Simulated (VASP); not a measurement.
# Ni in VASP: notebook

Ni is run at these levels: LDA; tasks: single point.

Program: VASP 6.6.1. These are calculated values, not measurements. Logs are shortened: lines on timing, memory, paths and dates and some standing lists are left out, and cuts for length are marked.

**1. The cell of the first run**

Symmetry: I4/mmm, No. 139, tetragonal system. The conventional cell has a = 2.240 Å, b = 2.240 Å, c = 3.938 Å, α = 90.00°, β = 90.00°, γ = 90.00°. Within 3.0 Å of Ni (site symmetry 4/mmm) lie 12 Ni at 2.24 to 2.53 Å.

**2. Single point, LDA, collinear spin, ferromagnetic start**

INCAR reads:

```
SYSTEM = Ni
PREC = Accurate ; ENCUT = 520
EDIFF = 1E-6 ; ISMEAR = 0
SIGMA = 0.15 ; LREAL = .False.
LASPH = .True. ; NELM = 150
ALGO = Fast ; ISIF = 2
LWAVE = .False. ; LCHARG = .False.
ISPIN = 2 ; MAGMOM = 0.7
LORBIT = 11 ; LMAXMIX = 4
NBANDS = 15
```

KPOINTS reads:

```
regular mesh
0
Gamma
  22 22 22
  0 0 0
```

POSCAR reads:

```
Ni
1.0
    0.0000000000      1.5837165794      1.9689449366
    1.5837165794      0.0000000000      1.9689449366
    1.5837165794      1.5837165794      0.0000000000
Ni
1
Direct
    0.0000000000      0.0000000000      0.0000000000
```

Potentials or basis: VASP PAW LDA potentials, release 64 (Ni).

The run is started by

```console
> cat potpaw_LDA.64/Ni/POTCAR > POTCAR
> mpirun -np 1 vasp_std > vasp.out
```

OUTCAR:

```text
SYSTEM = Ni
   PREC = Accurate
   ENCUT = 520
   EDIFF = 1E-6
   ISMEAR = 0
   LREAL = .False.
   LASPH = .True.
   NELM = 150
   ISIF = 2
   ISPIN = 2
   LORBIT = 11

 ion  position               nearest neighbor table
   1  0.000  0.000  0.000-

  LATTYP: Found a body centered tetragonal cell.
 ALAT       =     2.2397134655
 C/A-ratio  =     1.7582114560

  Lattice vectors:

 A1 = (  -1.5837165794,   0.0000000000,   1.9689449366)
 A2 = (   1.5837165794,   0.0000000000,   1.9689449366)
 A3 = (   0.0000000000,   1.5837165794,  -1.9689449366)

Analysis of symmetry for initial positions (statically):
=====================================================================
 Subroutine PRICEL returns:
 Original cell was already a primitive cell.

 Routine SETGRP: Setting up the symmetry group for a
 body centered tetragonal supercell.

 Subroutine GETGRP returns: Found 16 space group operations
 (whereof 16 operations were pure point group operations)
 out of a pool of 16 trial point group operations.

The static configuration has the point symmetry D_4h.

Analysis of symmetry for dynamics (positions and initial velocities):
=====================================================================
 Subroutine PRICEL returns:
 Original cell was already a primitive cell.

 Routine SETGRP: Setting up the symmetry group for a
 body centered tetragonal supercell.

 Subroutine GETGRP returns: Found 16 space group operations
 (whereof 16 operations were pure point group operations)
 out of a pool of 16 trial point group operations.

The dynamic configuration has the point symmetry D_4h.

Analysis of structural, dynamic, and magnetic symmetry:
=====================================================================
 Subroutine PRICEL returns:
 Original cell was already a primitive cell.

 Routine SETGRP: Setting up the symmetry group for a
 body centered tetragonal supercell.

 Subroutine GETGRP returns: Found 16 space group operations
 (whereof 16 operations were pure point group operations)
 out of a pool of 16 trial point group operations.

The overall configuration has the point symmetry D_4h.

 Subroutine INISYM returns: Found 16 space group operations
 (whereof 16 operations are pure point group operations),
 and found     1 'primitive' translations

----------------------------------------------------------------------------------------

                                     Primitive cell

  volume of cell :       9.8769

  direct lattice vectors                    reciprocal lattice vectors
     0.000000000  1.583716579  1.968944937    -0.315713055  0.315713055  0.253943110
     1.583716579  0.000000000  1.968944937     0.315713055 -0.315713055  0.253943110
     1.583716579  1.583716579  0.000000000     0.315713055  0.315713055 -0.253943110

  length of vectors
     2.526836435  2.526836435  2.239713466     0.513650240  0.513650240  0.513650240

  position of ions in fractional coordinates (direct lattice)
     0.000000000  0.000000000  0.000000000

  ion indices of the primitive-cell ions
   primitive index   ion index
                 1           1

----------------------------------------------------------------------------------------

 KPOINTS: regular mesh

Automatic generation of k-mesh.
 Grid dimensions read from file:
 generate k-points for:   22   22   22

 Generating k-lattice:

  Cartesian coordinates                     Fractional coordinates (reciprocal lattice)
    -0.014350593  0.014350593  0.011542869     0.045454545  0.000000000  0.000000000
     0.014350593 -0.014350593  0.011542869     0.000000000  0.045454545  0.000000000
     0.014350593  0.014350593 -0.011542869     0.000000000  0.000000000  0.045454545

  Length of vectors
     0.023347738  0.023347738  0.023347738

  Shift w.r.t. Gamma in fractional coordinates (k-lattice)
     0.000000000  0.000000000  0.000000000

 Subroutine IBZKPT returns following result:
 ===========================================

 Found    834 irreducible k-points:

 Following reciprocal coordinates:
            Coordinates               Weight
  0.000000  0.000000  0.000000      1.000000
  0.045455  0.000000  0.000000      8.000000
  0.090909  0.000000  0.000000      8.000000
  0.136364  0.000000  0.000000      8.000000
  0.181818  0.000000  0.000000      8.000000
  0.227273  0.000000  0.000000      8.000000
[... 16 lines left out ...]
  0.500000  0.045455  0.000000      8.000000
 -0.454545  0.045455  0.000000      8.000000
 [... further k-points ...]
   k-points           NKPTS =    834   k-points in BZ     NKDIM =    834   number of bands    NBANDS=     15
   number of dos      NEDOS =    301   number of ions     NIONS =      1
   total plane-waves  NPLWV =   7200
   dimension x,y,z NGX =    20 NGY =   20 NGZ =   18
   dimension x,y,z NGXF=    40 NGYF=   40 NGZF=   36
   ions per type =               1
   NGX,Y,Z   is equivalent  to a cutoff of  13.16, 13.16, 13.36 a.u.
   NGXF,Y,Z  is equivalent  to a cutoff of  26.32, 26.32, 26.72 a.u.
 SYSTEM =  Ni
   PREC   = accura    normal or accurate (medium, high low for compatibility)
   ISTART =      0    job   : 0-new  1-cont  2-samecut
   ICHARG =      2    charge: 1-file 2-atom 10-const
   ISPIN  =      2    spin polarized calculation?
   LNONCOLLINEAR =      F non collinear calculations
   LSORBIT =      F    spin-orbit coupling
   LASPH  =      T    aspherical Exc in radial PAW
   ENCUT  =  520.0 eV  38.22 Ry    6.18 a.u.   4.70  4.70  4.16*2*pi/ulx,y,z
   NELM   =    150;   NELMIN=  2; NELMDL= -5     # of ELM steps
   EDIFF  = 0.1E-05   stopping-criterion for ELM
   LREAL  =      F    real-space projection
   EDIFFG = 0.1E-04   stopping-criterion for IOM
   NSW    =      0    number of steps for IOM
   IBRION =     -1    ionic relax: 0-MD 1-quasi-New 2-CG
   NFREE  =      0    steps in history (QN), initial steepest desc. (CG)
   ISIF   =      2    stress and relaxation
   ISYM   =      2    0-nonsym 1-usesym 2-fastsym
   POTIM  = 0.5000    time-step for ionic-motion
   TEBEG  =    0.0;   TEEND  =   0.0 temperature during run
   PSTRESS=    0.0 pullay stress
   NELECT =      10.0000    total number of electrons
   NUPDOWN=      -1.0000    fix difference up-down
   EMIN   =  10.00;   EMAX   =-10.00  energy-range for DOS
   EFERMI =   0.00;   METHOD = LEGACY
   ISMEAR =     0;   SIGMA  =   0.15  broadening in eV -4-tet -1-fermi 0-gaus
   EFERMI_NEDOS =   21; number of points for ismear=-14 and -15
   IALGO  =     68    algorithm
   IMIX   =      4    mixing-type and parameters
     AMIX     =   0.40;   BMIX     =  1.00
     AMIX_MAG =   1.60;   BMIX_MAG =  1.00
  volume/ion in A,a.u.               =       9.88        66.65
  Fermi-wavevector in a.u.,A,eV,Ry     =   1.643875  3.106472 36.767343  2.702323
  Thomas-Fermi vector in A             =   2.733935
   LORBIT       =     11    0 simple, 1 ext, 2 COOP (PROOUT), +10 PAW based schemes
   GGA     = CA    functional components
   LHFCALC =     F    Hartree Fock is set to
   AEXX    =    0.0000 exact exchange contribution
   IVDW    =     0    specifies the selected vdW correction
   LEPSILON=     F    determine dielectric tensor
   LRPA    =     F    only Hartree local field effects (RPA)
 spin polarized calculation
 RMM-DIIS sequential band-by-band and
 Gauss-broadening in eV      SIGMA  =   0.15
  energy-cutoff  :      520.00
  volume of cell :        9.88
 maximum number of plane-waves:       287
   NGX =  9   NGY =  9   NGZ =  9

 number of electron      10.0000004 magnetization       0.4354131

 Free energy of the ion-electron system (eV)
  ---------------------------------------------------
  ext. energy  EPLUGINS =         0.00000000
  ---------------------------------------------------
  free energy    TOTEN  =        -6.41187648 eV

  energy without entropy =       -6.38983054  energy(sigma->0) =       -6.40085351

 E-fermi :  10.4227     XC(G=0): -14.1821

 val. band max:       10.4224306133   @ k =  -0.3182   0.3182   0.0000
 cond. band min:      10.4233463600   @ k =   0.4091   0.1818   0.1364
 fundamental gap:      0.0009157467
 Fermi energy:        10.4226967663

 spin component 1

 k-point     1 :       0.0000    0.0000    0.0000
  band No.  band energies     occupation
      1       0.8285      1.00000
      2       6.9115      1.00000
      3       8.2653      1.00000
      4       8.7071      1.00000
      5       8.7071      1.00000
      6       9.9899      0.99998
      7      36.0455      0.00000
      8      36.6367      0.00000
      9      40.8952      0.00000
     10      40.8952      0.00000
     11      42.1894      0.00000
     12      43.2138      0.00000
     13      43.2138      0.00000
     14      43.6407      0.00000
     15      44.7013      0.00000
[... 397 lines left out ...]
 k-point    24 :      -0.4545    0.0455    0.0000
  band No.  band energies     occupation
      1       5.2981      1.00000
      2       7.2299      1.00000
      3       8.6820      1.00000
      4       9.5384      1.00000
      5       9.9176      1.00000
      6      10.9590      0.00000
      7      17.4098      0.00000
      8      28.7481      0.00000
      9      36.5324      0.00000
     10      38.5364      0.00000
     11      40.9459      0.00000
     12      43.7604      0.00000
     13      48.4024      0.00000
     14      55.9393      0.00000
     15      58.4253      0.00000

 [... further k-points ...]

 spin component 2

 k-point     1 :       0.0000    0.0000    0.0000
  band No.  band energies     occupation
      1       0.8706      1.00000
      2       7.3112      1.00000
      3       8.6583      1.00000
      4       9.1522      1.00000
      5       9.1522      1.00000
      6      10.4484      0.40424
      7      36.0465      0.00000
      8      36.6331      0.00000
      9      40.9715      0.00000
     10      40.9715      0.00000
     11      42.2477      0.00000
     12      43.3146      0.00000
     13      43.3146      0.00000
     14      43.7981      0.00000
     15      44.8654      0.00000
[... 397 lines left out ...]
 k-point    24 :      -0.4545    0.0455    0.0000
  band No.  band energies     occupation
      1       5.5659      1.00000
      2       7.6108      1.00000
      3       9.1079      1.00000
      4       9.7417      1.00000
      5      10.3947      0.60398
      6      11.2571      0.00000
      7      17.6748      0.00000
      8      28.8142      0.00000
      9      36.6421      0.00000
     10      38.5893      0.00000
     11      41.0316      0.00000
     12      43.8526      0.00000
     13      48.5248      0.00000
     14      56.0272      0.00000
     15      58.5480      0.00000

 [... further k-points ...]
[... 5 lines left out ...]
  --------------------------------------------------------------------------------------
  -------------------------------------------------------------------------------------
  Total        1.4237392      1.4237392     -1.1708500      0.0000000      0.0000000     -0.0000000
  in kB      230.9524267    230.9524267   -189.9299020      0.0000000      0.0000000     -0.0000000
  external PRESSURE =      90.6583171 kB  Pullay stress =       0.0000000 kB

 VOLUME and BASIS-vectors are now :
 -----------------------------------------------------------------------------
  energy-cutoff  :      520.00
  volume of cell :        9.88
      direct lattice vectors                 reciprocal lattice vectors
     0.000000000  1.583716579  1.968944937    -0.315713055  0.315713055  0.253943110
     1.583716579  0.000000000  1.968944937     0.315713055 -0.315713055  0.253943110
     1.583716579  1.583716579  0.000000000     0.315713055  0.315713055 -0.253943110

 POSITION                                       TOTAL-FORCE (eV/Angst)
 -----------------------------------------------------------------------------------
      0.00000      0.00000      0.00000         0.000000      0.000000     -0.000000
 -----------------------------------------------------------------------------------
    total drift:                                0.000000     -0.000000      0.000000

  FREE ENERGIE OF THE ION-ELECTRON SYSTEM (eV)
  ---------------------------------------------------
  free  energy   TOTEN  =        -6.4118764830 eV

  energy  without entropy=       -6.3898305391  energy(sigma->0) =       -6.40085351

 total charge

# of ion       s       p       d       tot
------------------------------------------
    1        0.544   0.583   8.405   9.533

 magnetization (x)

# of ion       s       p       d       tot
------------------------------------------
    1       -0.002  -0.011   0.447   0.435
```

Run time: 2 min. Hardware: 1 thread of Intel Xeon 6975P-C (Granite Rapids), shared host; peak memory 0.28 GiB.

What came out:

```yaml
Free_energy: -6.4119 eV
Pressure: 9.1 GPa
Net_moment: 0.44 μB per cell
Site_moments: Ni +0.43 μB
Valence_electrons_inside_the_program's_atomic_spheres: Ni 9.53
```

Caveat: the cell differs from its parent crystal (strain +e along x and -e along y +0.0000, strain +e along z and -e/2 along x and y +0.1500).

**3. Single point, LDA, collinear spin, ferromagnetic start**

INCAR reads:

```
PREC = Accurate ; ENCUT = 520
EDIFF = 1E-7 ; ISMEAR = 0
SIGMA = 0.15 ; LREAL = F
LASPH = T ; NELM = 150
ALGO = Fast ; ISIF = 2
LWAVE = F ; LCHARG = F
ISPIN = 2 ; MAGMOM = 0.7
LORBIT = 11 ; LMAXMIX = 4
GGA = CA ; NBANDS = 15
```

KPOINTS reads:

```
Automatic mesh
0
Gamma
  22 22 22
```

POSCAR reads:

```
Ni
1.0
    0.0000000000      1.7763307580      1.5837165794
    1.7763307580      0.0000000000      1.5837165794
    1.7763307580      1.7763307580      0.0000000000
Ni
1
Direct
    0.0000000000      0.0000000000      0.0000000000
```

Potentials or basis: VASP PAW LDA potentials, release 64 (Ni).

The run is started by

```console
> cat potpaw_LDA.64/Ni/POTCAR > POTCAR
> mpirun -np 1 vasp_std > vasp.out
```

It took 2.1 min on 1 thread of Intel Xeon 6975P-C (Granite Rapids), shared host; peak memory 0.28 GiB.

It converged, with:

* Free energy: -6.5596 eV
* Pressure: 1.5 GPa
* Net moment: 0.55 μB per cell
* Site moments: Ni +0.55 μB
* Valence electrons inside the program's atomic spheres: Ni 9.48

Stress tensor (GPa, compression positive):
```
-1.86  0.00  0.00
 0.00 -1.86  0.00
 0.00  0.00  8.31
```

Levels at points of the mesh, in eV from the Fermi level:
Spin up:
```csv
k point,band 1,band 2,band 3,band 4,band 5,band 6,band 7,band 8,band 9,band 10
"(0.00, 0.00, 0.00)",-9.55,-2.70,-2.70,-1.98,-1.66,-0.87,24.81,28.47,28.47,30.23
"(0.50, 0.00, 0.00)",-5.22,-2.94,-2.06,-0.58,-0.33,-0.25,6.48,22.11,24.21,27.50
"(0.50, 0.50, 0.00)",-5.00,-4.62,-0.41,-0.22,-0.22,4.64,12.33,13.69,13.69,19.36
"(0.50, 0.00, 0.50)",-5.13,-4.42,-0.49,-0.44,-0.05,1.64,9.07,16.66,16.95,21.96
```
Spin down:
```
           k point  band 2  band 3  band 4  band 5  band 6  band 7  band 8  band 9
(0.00, 0.00, 0.00)   -2.14   -2.14   -1.43   -1.13   -0.37   24.80   28.49   28.49
(0.50, 0.00, 0.00)   -2.44   -1.56   -0.29   -0.01    0.36    6.84   22.11   24.33
(0.50, 0.50, 0.00)   -4.19    0.15    0.44    0.44    4.71   12.56   13.76   13.76
(0.50, 0.00, 0.50)   -3.94    0.09    0.12    0.61    1.69    9.34   16.71   17.03
```

Caveat: the cell differs from its parent crystal (strain +e along x and -e along y +0.0000, strain +e along z and -e/2 along x and y -0.0750).

**4. Single point, LDA, collinear spin, ferromagnetic start**

This run uses another cell than the first one, of the same volume but with other edges.

INCAR reads:

```
PREC = Accurate
ENCUT = 520
EDIFF = 1E-6
ISMEAR = 0
SIGMA = 0.15
LREAL = F
LASPH = T
NELM = 150
ALGO = Normal
ISIF = 2
LWAVE = F
LCHARG = F
ISPIN = 2
MAGMOM = 0.7
LORBIT = 11
LMAXMIX = 4
NBANDS = 15
```

KPOINTS is that of step 3.

POSCAR reads:

```
Ni
1.0
    0.0000000000      1.8362551691      1.8405354842
    1.4595874421      0.0000000000      1.8405354842
    1.4595874421      1.8362551691      0.0000000000
Ni
1
Direct
    0.0000000000      0.0000000000      0.0000000000
```

Potentials or basis: VASP PAW LDA potentials, release 64 (Ni).

The run is started by

```console
> cat potpaw_LDA.64/Ni/POTCAR > POTCAR
> mpirun -np 1 vasp_std > vasp.out
```

OUTCAR:

```text
PREC = Accurate
   ENCUT = 520
   EDIFF = 1E-6
   ISMEAR = 0
   LREAL = F
   LASPH = T
   NELM = 150
   ISIF = 2
   ISPIN = 2
   LORBIT = 11

 ion  position               nearest neighbor table
   1  0.000  0.000  0.000-

  LATTYP: Found a face centered orthorhombic cell.
 ALAT       =     2.9191748842
 B/A-ratio  =     1.2580645161
 C/A-ratio  =     1.2609970675

  Lattice vectors:

[... 1066 lines left out ...]

 [... further k-points ...]
[... 5 lines left out ...]
  --------------------------------------------------------------------------------------
  -------------------------------------------------------------------------------------
  Total        0.6912020      0.1870065      0.1449935     -0.0000000      0.0000000      0.0000000
  in kB      112.2479005     30.3689661     23.5462506     -0.0000000      0.0000000      0.0000000
  external PRESSURE =      55.3877057 kB  Pullay stress =       0.0000000 kB

 VOLUME and BASIS-vectors are now :
 -----------------------------------------------------------------------------
  energy-cutoff  :      520.00
  volume of cell :        9.87
      direct lattice vectors                 reciprocal lattice vectors
     0.000000000  1.836255169  1.840535484    -0.342562553  0.272293311  0.271660071
     1.459587442  0.000000000  1.840535484     0.342562553 -0.272293311  0.271660071
     1.459587442  1.836255169  0.000000000     0.342562553  0.272293311 -0.271660071

 POSITION                                       TOTAL-FORCE (eV/Angst)
 -----------------------------------------------------------------------------------
      0.00000      0.00000      0.00000        -0.000000      0.000000     -0.000000
 -----------------------------------------------------------------------------------
    total drift:                                0.000000     -0.000000     -0.000000

  FREE ENERGIE OF THE ION-ELECTRON SYSTEM (eV)
  ---------------------------------------------------
  free  energy   TOTEN  =        -6.5065991733 eV

  energy  without entropy=       -6.4864291145  energy(sigma->0) =       -6.49651414

 total charge

# of ion       s       p       d       tot
------------------------------------------
    1        0.538   0.582   8.394   9.514

 magnetization (x)

# of ion       s       p       d       tot
------------------------------------------
    1       -0.003  -0.011   0.449   0.435
```

stdout:

```text
POSCAR found type information on POSCAR Ni
 POSCAR found :  1 types and       1 ions
 scaLAPACK will be used
 LDA part: xc-table for (Slater(with rela. corr.)+CA(PZ))
 , standard interpolation
 POSCAR, INCAR and KPOINTS ok, starting setup
 FFT: planning ... GRIDC
 FFT: planning ... GRID_SOFT
 FFT: planning ... GRID
 WAVECAR not read
 entering main loop
```

Wall time 3 min (1 thread of Intel Xeon 6975P-C (Granite Rapids), shared host); peak memory 0.42 GiB.

Results:

* Free energy: -6.5066 eV
* Pressure: 5.5 GPa
* Net moment: 0.44 μB per cell
* Site moments: Ni +0.43 μB
* Valence electrons inside the program's atomic spheres: Ni 9.51

Stress tensor (GPa, compression positive):
```
11.22  0.00  0.00
 0.00  3.04  0.00
 0.00  0.00  2.35
```

Levels at points of the mesh, in eV from the Fermi level:
Spin up:
```
           k point  band 3  band 4  band 5  band 6  band 7  band 8
(0.00, 0.00, 0.00)   -2.61   -2.01   -1.33   -0.64   25.92   28.21
(0.50, 0.00, 0.00)   -1.41   -0.60   -0.11    0.07    6.94   21.07
(0.50, 0.50, 0.00)   -0.52   -0.51    0.18    0.88    8.25   18.27
(0.50, 0.00, 0.50)   -0.53   -0.52    0.19    0.92    8.31   18.22
(0.00, 0.50, 0.50)   -0.20   -0.07   -0.06    7.33   12.05   12.06
```
Spin down:
| k point | band 3 | band 4 | band 5 | band 6 | band 7 | band 8 |
| --- | --- | --- | --- | --- | --- | --- |
| (0.00, 0.00, 0.00) | -2.16 | -1.58 | -0.92 | -0.26 | 25.92 | 28.21 |
| (0.50, 0.00, 0.00) | -1.01 | -0.17 | -0.08 | 0.58 | 7.22 | 21.09 |
| (0.50, 0.50, 0.00) | -0.11 | -0.08 | 0.71 | 0.92 | 8.49 | 18.30 |
| (0.50, 0.00, 0.50) | -0.11 | -0.09 | 0.72 | 0.96 | 8.55 | 18.25 |
| (0.00, 0.50, 0.50) | 0.28 | 0.45 | 0.47 | 7.39 | 12.12 | 12.13 |

Caveat: the cell differs from its parent crystal (strain +e along x and -e along y -0.1100, strain +e along z and -e/2 along x and y +0.0750).

**5. Overview**

```tsv
cell	gap on the mesh (eV)	pressure (GPa)	moment (μB)
a = 2.527, b = 2.527, c = 2.240 Å, angles 63.7, 63.7, 52.6°, 1 atom	none	9.1	0.44
a = 2.380, b = 2.380, c = 2.512 Å, angles 58.1, 58.1, 63.7°, 1 atom	none	1.5	0.55
a = 2.600, b = 2.349, c = 2.346 Å, angles 67.3, 56.4, 56.3°, 1 atom	none	5.5	0.44
```

Alike in all rows: task single point; level LDA; potentials or basis VASP PAW LDA potentials, release 64 (Ni); spin collinear, ferromagnetic start; k mesh 22 × 22 × 22; cutoff (eV) 520; smearing gaussian 0.15 eV.

Absolute energies hang on the potentials; compare differences alone.
